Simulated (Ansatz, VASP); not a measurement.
One calculation of HfMoC2, two programs

```xyz
4
Lattice="3.1700 0.0000 0.0000 0.0000 3.1700 0.0000 0.0000 0.0000 4.4551" Properties=species:S:1:pos:R:3 pbc="T T T"
Hf    0.0000    0.0000    0.0000
Mo    1.5850    1.5850    2.2275
C     1.5850    1.5850    0.0000
C     0.0000    0.0000    2.2275
```

Change from the starting cell: volume scaled by 0.98.

Alike in both runs: task single point; functional LDA; k mesh 8 × 8 × 6; occupations fermi-dirac, width 0.05 eV; no spin polarisation.

|  | VASP | Ansatz |
| --- | --- | --- |
| version | VASP 6.6.1 | Ansatz 0.2.0 |
| potentials or method | VASP PAW LDA potentials, release 64 (Hf_pv, Mo_sv, C), cutoff 520 eV | all-electron LAPW, scalar-relativistic |

```csv
,VASP,Ansatz,Ansatz less VASP
gap on the k mesh at the Fermi level (eV),none,none,-
pressure (GPa),-8.2,-9.0,-0.82
"traceless stress, the component that is largest in VASP (GPa)",-3.02,-3.03,-0.006
```

LDA's correlation is that of Perdew and Zunger in VASP and of Perdew and Wang (1992) in Ansatz. A gap of «none» marks a metal or a gap that the smearing closes. Ansatz ran all-electron here, and VASP with PAW potentials.

Neither program's run includes spin-orbit coupling.
